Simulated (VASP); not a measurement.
# Ca (Fm-3m) in VASP: notebook

The runs below take Ca through single point, relaxation of volume and atoms at fixed shape, with PBEsol.

Program: VASP 6.6.1. These are calculated values, not measurements. Logs are shortened: lines on timing, memory, paths and dates and some standing lists are left out, and cuts for length are marked.

### 1 The cell of the first run

Symmetry: Fm-3m, No. 225, cubic system. The conventional cell has a = 5.446 Å, b = 5.446 Å, c = 5.446 Å, α = 90.00°, β = 90.00°, γ = 90.00°. Ca (site symmetry m-3m) has 12 Ca at 3.85 Å within 5.1 Å.

### 2 Single point, PBEsol

INCAR reads:

```
PREC = Accurate ; ENCUT = 520
EDIFF = 1E-6 ; ISMEAR = -1
SIGMA = 0.05 ; LREAL = False
LASPH = True ; NELM = 60
ALGO = Normal ; ISIF = 2
LWAVE = False ; LCHARG = False
GGA = PS ; NBANDS = 11
```

KPOINTS reads:

```
regular mesh
0
Gamma
  6 6 6
```

POSCAR reads:

```
Ca
1.0
    0.0000000000      2.7229735682      2.7229735682
    2.7229735682      0.0000000000      2.7229735682
    2.7229735682      2.7229735682      0.0000000000
Ca
1
Direct
    0.0000000000      0.0000000000      0.0000000000
```

Potentials or basis: VASP PAW PBE potentials, release 64 (Ca_sv).

On the command line:

```sh
$ cat potpaw_PBE.64/Ca_sv/POTCAR > POTCAR
$ mpirun -np 1 vasp_std > vasp.out
```

OUTCAR:

```text
PREC = Accurate
   ENCUT = 520
   EDIFF = 1E-6
   ISMEAR = -1
   LREAL = False
   LASPH = True
   NELM = 60
   ISIF = 2
   GGA = PS

 ion  position               nearest neighbor table
   1  0.000  0.000  0.000-

  LATTYP: Found a face centered cubic cell.
 ALAT       =     5.4459471364

  Lattice vectors:

 A1 = (   0.0000000000,   2.7229735682,   2.7229735682)
 A2 = (   2.7229735682,   0.0000000000,   2.7229735682)
 A3 = (   2.7229735682,   2.7229735682,   0.0000000000)

Analysis of symmetry for initial positions (statically):
=====================================================================
 Subroutine PRICEL returns:
 Original cell was already a primitive cell.

 Routine SETGRP: Setting up the symmetry group for a
 face centered cubic supercell.

 Subroutine GETGRP returns: Found 48 space group operations
 (whereof 48 operations were pure point group operations)
 out of a pool of 48 trial point group operations.

The static configuration has the point symmetry O_h .

Analysis of symmetry for dynamics (positions and initial velocities):
=====================================================================
 Subroutine PRICEL returns:
 Original cell was already a primitive cell.

 Routine SETGRP: Setting up the symmetry group for a
 face centered cubic supercell.

 Subroutine GETGRP returns: Found 48 space group operations
 (whereof 48 operations were pure point group operations)
 out of a pool of 48 trial point group operations.

The dynamic configuration has the point symmetry O_h .

 Subroutine INISYM returns: Found 48 space group operations
 (whereof 48 operations are pure point group operations),
 and found     1 'primitive' translations

----------------------------------------------------------------------------------------

                                     Primitive cell

  volume of cell :      40.3794

  direct lattice vectors                    reciprocal lattice vectors
     0.000000000  2.722973568  2.722973568    -0.183622789  0.183622789  0.183622789
     2.722973568  0.000000000  2.722973568     0.183622789 -0.183622789  0.183622789
     2.722973568  2.722973568  0.000000000     0.183622789  0.183622789 -0.183622789

  length of vectors
     3.850866150  3.850866150  3.850866150     0.318043999  0.318043999  0.318043999

  position of ions in fractional coordinates (direct lattice)
     0.000000000  0.000000000  0.000000000

  ion indices of the primitive-cell ions
   primitive index   ion index
                 1           1

----------------------------------------------------------------------------------------

 KPOINTS: regular mesh

Automatic generation of k-mesh.
 Grid dimensions read from file:
 generate k-points for:    6    6    6

 Generating k-lattice:

  Cartesian coordinates                     Fractional coordinates (reciprocal lattice)
    -0.030603798  0.030603798  0.030603798     0.166666667  0.000000000  0.000000000
     0.030603798 -0.030603798  0.030603798     0.000000000  0.166666667  0.000000000
     0.030603798  0.030603798 -0.030603798     0.000000000  0.000000000  0.166666667

  Length of vectors
     0.053007333  0.053007333  0.053007333

  Shift w.r.t. Gamma in fractional coordinates (k-lattice)
     0.000000000  0.000000000  0.000000000

 Subroutine IBZKPT returns following result:
 ===========================================

 Found     16 irreducible k-points:

 Following reciprocal coordinates:
            Coordinates               Weight
  0.000000  0.000000  0.000000      1.000000
  0.166667  0.000000  0.000000      8.000000
  0.333333  0.000000  0.000000      8.000000
  0.500000  0.000000  0.000000      4.000000
  0.166667  0.166667  0.000000      6.000000
  0.333333  0.166667  0.000000     24.000000
[... 8 lines left out ...]
 -0.333333  0.333333  0.166667     24.000000
 -0.333333  0.500000  0.166667     12.000000
   k-points           NKPTS =     16   k-points in BZ     NKDIM =     16   number of bands    NBANDS=     11
   number of dos      NEDOS =    301   number of ions     NIONS =      1
   total plane-waves  NPLWV =  27000
   dimension x,y,z NGX =    30 NGY =   30 NGZ =   30
   dimension x,y,z NGXF=    60 NGYF=   60 NGZF=   60
   ions per type =               1
   NGX,Y,Z   is equivalent  to a cutoff of  12.95, 12.95, 12.95 a.u.
   NGXF,Y,Z  is equivalent  to a cutoff of  25.90, 25.90, 25.90 a.u.
 SYSTEM =  unknown system
   PREC   = accura    normal or accurate (medium, high low for compatibility)
   ISTART =      0    job   : 0-new  1-cont  2-samecut
   ICHARG =      2    charge: 1-file 2-atom 10-const
   ISPIN  =      1    spin polarized calculation?
   LNONCOLLINEAR =      F non collinear calculations
   LSORBIT =      F    spin-orbit coupling
   LASPH  =      T    aspherical Exc in radial PAW
   ENCUT  =  520.0 eV  38.22 Ry    6.18 a.u.   7.16  7.16  7.16*2*pi/ulx,y,z
   NELM   =     60;   NELMIN=  2; NELMDL= -5     # of ELM steps
   EDIFF  = 0.1E-05   stopping-criterion for ELM
   LREAL  =      F    real-space projection
   EDIFFG = 0.1E-04   stopping-criterion for IOM
   NSW    =      0    number of steps for IOM
   IBRION =     -1    ionic relax: 0-MD 1-quasi-New 2-CG
   NFREE  =      0    steps in history (QN), initial steepest desc. (CG)
   ISIF   =      2    stress and relaxation
   ISYM   =      2    0-nonsym 1-usesym 2-fastsym
   POTIM  = 0.5000    time-step for ionic-motion
   TEBEG  =    0.0;   TEEND  =   0.0 temperature during run
   PSTRESS=    0.0 pullay stress
   NELECT =      10.0000    total number of electrons
   NUPDOWN=      -1.0000    fix difference up-down
   EMIN   =  10.00;   EMAX   =-10.00  energy-range for DOS
   EFERMI =   0.00;   METHOD = LEGACY
   ISMEAR =    -1;   SIGMA  =   0.05  broadening in eV -4-tet -1-fermi 0-gaus
   EFERMI_NEDOS =   21; number of points for ismear=-14 and -15
   IALGO  =     38    algorithm
   IMIX   =      4    mixing-type and parameters
     AMIX     =   0.40;   BMIX     =  1.00
     AMIX_MAG =   1.60;   BMIX_MAG =  1.00
  volume/ion in A,a.u.               =      40.38       272.49
  Fermi-wavevector in a.u.,A,eV,Ry     =   1.028067  1.942765 14.380293  1.056922
  Thomas-Fermi vector in A             =   2.162044
   LORBIT       =      0    0 simple, 1 ext, 2 COOP (PROOUT), +10 PAW based schemes
   GGA     = PS    functional components
   LHFCALC =     F    Hartree Fock is set to
   AEXX    =    0.0000 exact exchange contribution
   IVDW    =     0    specifies the selected vdW correction
   LEPSILON=     F    determine dielectric tensor
   LRPA    =     F    only Hartree local field effects (RPA)
 non-spin polarized calculation
  energy-cutoff  :      520.00
  volume of cell :       40.38
 maximum number of plane-waves:      1106
 NGX is ok and might be reduce to    30
   NGX = 15   NGY = 15   NGZ = 15

 number of electron      10.0000001 magnetization

 Free energy of the ion-electron system (eV)
  ---------------------------------------------------
  ext. energy  EPLUGINS =         0.00000000
  ---------------------------------------------------
  free energy    TOTEN  =        -2.11829240 eV

  energy without entropy =       -2.09955722  energy(sigma->0) =       -2.10892481

 E-fermi :   2.1072     XC(G=0):  -7.9496

 val. band max:        2.0766860496   @ k =  -0.3333   0.3333   0.1667
 cond. band min:       2.1752823548   @ k =  -0.3333   0.3333   0.1667
 fundamental gap:      0.0985963052
 Fermi energy:         2.1072087902

 k-point     1 :       0.0000    0.0000    0.0000
  band No.  band energies     occupation
      1     -39.6636      2.00000
      2     -20.6505      2.00000
      3     -20.6505      2.00000
      4     -20.6505      2.00000
      5      -2.0439      2.00000
      6       4.4552      0.00000
      7       4.4552      0.00000
      8       4.4552      0.00000
      9       5.5923      0.00000
     10       5.5923      0.00000
     11      11.3856      0.00000

 k-point     2 :       0.1667    0.0000    0.0000
  band No.  band energies     occupation
      1     -39.6593      2.00000
      2     -20.6926      2.00000
      3     -20.6562      2.00000
      4     -20.6562      2.00000
      5      -1.5588      2.00000
      6       3.9707      0.00000
      7       4.5960      0.00000
      8       4.5960      0.00000
      9       5.4957      0.00000
     10       5.4957      0.00000
     11      11.0817      0.00000

 k-point     3 :       0.3333    0.0000    0.0000
  band No.  band energies     occupation
      1     -39.6508      2.00000
      2     -20.7756      2.00000
      3     -20.6676      2.00000
      4     -20.6676      2.00000
      5      -0.2585      2.00000
      6       2.9662      0.00000
      7       4.4870      0.00000
      8       4.4870      0.00000
      9       5.8929      0.00000
     10       5.8929      0.00000
     11       8.6188      0.00000

 k-point     4 :       0.5000    0.0000    0.0000
  band No.  band energies     occupation
      1     -39.6465      2.00000
      2     -20.8164      2.00000
      3     -20.6732      2.00000
      4     -20.6732      2.00000
      5       1.0468      2.00000
      6       1.9488      1.91927
      7       4.3347      0.00000
      8       4.3347      0.00000
      9       6.3226      0.00000
     10       6.3226      0.00000
     11       7.5303      0.00000
[... 127 lines left out ...]
 k-point    14 :       0.5000    0.3333    0.1667
  band No.  band energies     occupation
      1     -39.6451      2.00000
      2     -20.7740      2.00000
      3     -20.7177      2.00000
      4     -20.6875      2.00000
      5       0.7690      2.00000
      6       2.9279      0.00000
      7       3.4321      0.00000
      8       5.1142      0.00000
      9       5.6848      0.00000
     10       6.5987      0.00000
     11       8.5737      0.00000

 k-point    15 :      -0.3333    0.3333    0.1667
  band No.  band energies     occupation
      1     -39.6422      2.00000
      2     -20.7791      2.00000
      3     -20.7377      2.00000
      4     -20.6969      2.00000
      5       2.0767      1.29609
      6       2.1753      0.40800
      7       3.2162      0.00000
      8       4.9198      0.00000
      9       6.1320      0.00000
     10       7.0512      0.00000
     11       7.1804      0.00000

 k-point    16 :      -0.3333    0.5000    0.1667
  band No.  band energies     occupation
      1     -39.6408      2.00000
      2     -20.7828      2.00000
      3     -20.7349      2.00000
      4     -20.7121      2.00000
      5       2.0237      1.68324
      6       2.6756      0.00002
      7       2.9166      0.00000
      8       5.1488      0.00000
      9       6.5183      0.00000
     10       7.0355      0.00000
     11       7.6319      0.00000

------------------------ aborting loop because EDIFF is reached ----------------------------------------

  FORCE on cell =-STRESS in cart. coord.  units (eV):
  Direction    XX          YY          ZZ          XY          YZ          ZX
  --------------------------------------------------------------------------------------
  -------------------------------------------------------------------------------------
  Total       -0.0005434     -0.0005434     -0.0005434      0.0000000     -0.0000000     -0.0000000
  in kB       -0.0215593     -0.0215593     -0.0215593      0.0000000     -0.0000000     -0.0000000
  external PRESSURE =      -0.0215593 kB  Pullay stress =       0.0000000 kB

 VOLUME and BASIS-vectors are now :
 -----------------------------------------------------------------------------
  energy-cutoff  :      520.00
  volume of cell :       40.38
      direct lattice vectors                 reciprocal lattice vectors
     0.000000000  2.722973568  2.722973568    -0.183622789  0.183622789  0.183622789
     2.722973568  0.000000000  2.722973568     0.183622789 -0.183622789  0.183622789
     2.722973568  2.722973568  0.000000000     0.183622789  0.183622789 -0.183622789

 POSITION                                       TOTAL-FORCE (eV/Angst)
 -----------------------------------------------------------------------------------
      0.00000      0.00000      0.00000        -0.000000     -0.000000     -0.000000
 -----------------------------------------------------------------------------------
    total drift:                               -0.000000     -0.000000     -0.000000

  FREE ENERGIE OF THE ION-ELECTRON SYSTEM (eV)
  ---------------------------------------------------
  free  energy   TOTEN  =        -2.1182924011 eV

  energy  without entropy=       -2.0995572189  energy(sigma->0) =       -2.10892481
```

It used 10 s of CPU time on 1 thread of AMD EPYC 7R13 Processor (Zen 3) (shared host).

What came out:

```yaml
Free_energy: -2.1183 eV
Pressure: 0.0 GPa
Band_gap_on_the_k_mesh: zero (band 5 reaches 2.08 eV, above the bottom of band 6 at 1.95 eV)
```

Levels at points of the mesh, in eV from the Fermi level:
```
           k point  band 1  band 2  band 3  band 4  band 5  band 6  band 7  band 8  band 9  band 10
(0.00, 0.00, 0.00)  -41.77  -22.76  -22.76  -22.76   -4.15    2.35    2.35    2.35    3.49     3.49
(0.50, 0.00, 0.00)  -41.75  -22.92  -22.78  -22.78   -1.06   -0.16    2.23    2.23    4.22     4.22
(0.50, 0.50, 0.00)  -41.75  -22.91  -22.82  -22.82   -0.54    0.50    1.01    4.21    4.41     4.41
```

Caveat: the PAW data sets were made with another functional, which shifts forces and pressure a little.

### 3 Relaxation of volume and atoms at fixed shape, PBEsol

This run uses another cell than the first one, of 43.63 Å³/atom, 1.081 times its volume.

INCAR reads:

```
  PREC = Accurate
  ENCUT = 600
  EDIFF = 1E-6
  ISMEAR = -1
  SIGMA = 0.05
  LREAL = False
  LASPH = True
  NELM = 100
  ALGO = Normal
  ISIF = 8
  LWAVE = False
  LCHARG = False
  GGA = PS
  IBRION = 2
  NSW = 80
  EDIFFG = -0.02
```

KPOINTS is that of step 2.

POSCAR reads:

```
Ca
1.0
    0.0000000000      2.7942000000      2.7942000000
    2.7942000000      0.0000000000      2.7942000000
    2.7942000000      2.7942000000      0.0000000000
Ca
1
Direct
    0.0000000000      0.0000000000      0.0000000000
```

Potentials or basis: VASP PAW PBE potentials, release 64 (Ca_sv).

On the command line:

```sh
$ cat potpaw_PBE.64/Ca_sv/POTCAR > POTCAR
$ mpirun -np 1 vasp_std > vasp.out
```

It used 31 s of CPU time on 1 thread of AMD EPYC 7R13 Processor (Zen 3) (shared host).

Results (log left out):

* Free energy: -2.1186 eV
* Relaxed volume: 40.39 Å³/atom
* Relaxed cell: a = 3.851 Å, b = 3.851 Å, c = 3.851 Å, α = 60.00°, β = 60.00°, γ = 60.00°
* Space group after relaxing (to 0.05 Å): Fm-3m (No. 225)
* Energy gained by relaxing: 12.4 meV/atom
* Ionic steps: 3
* Pressure after relaxing: 0.0 GPa
* Band gap on the k mesh: zero (band 5 reaches 2.08 eV, above the bottom of band 6 at 1.95 eV)

The path:
```tsv
step	energy change (eV)	largest force (eV/Å)	pressure (GPa)	volume (Å³)
1	0.0000	0.0000	-1.20	43.63
2	-0.0107	0.0000	-0.48	41.60
3	-0.0124	0.0000	0.03	40.39
```

Final structure:
```cif
data_structure
_symmetry_space_group_name_H-M 'P 1'
_symmetry_Int_Tables_number 1
_cell_length_a 3.8512
_cell_length_b 3.8512
_cell_length_c 3.8512
_cell_angle_alpha 60.000
_cell_angle_beta 60.000
_cell_angle_gamma 60.000
_cell_volume 40.39
loop_
_atom_site_label
_atom_site_type_symbol
_atom_site_fract_x
_atom_site_fract_y
_atom_site_fract_z
_atom_site_occupancy
Ca1 Ca 0.00000 0.00000 0.00000 1
```

Levels at points of the mesh, in eV from the Fermi level:
| k point | band 2 | band 3 | band 4 | band 5 | band 6 | band 7 | band 8 | band 9 |
| --- | --- | --- | --- | --- | --- | --- | --- | --- |
| (0.00, 0.00, 0.00) | -22.76 | -22.76 | -22.76 | -4.15 | 2.35 | 2.35 | 2.35 | 3.48 |
| (0.50, 0.00, 0.00) | -22.92 | -22.78 | -22.78 | -1.06 | -0.16 | 2.23 | 2.23 | 4.21 |
| (0.50, 0.50, 0.00) | -22.91 | -22.82 | -22.82 | -0.54 | 0.50 | 1.01 | 4.21 | 4.41 |

Caveat: the PAW data sets were made with another functional, which shifts forces and pressure a little.
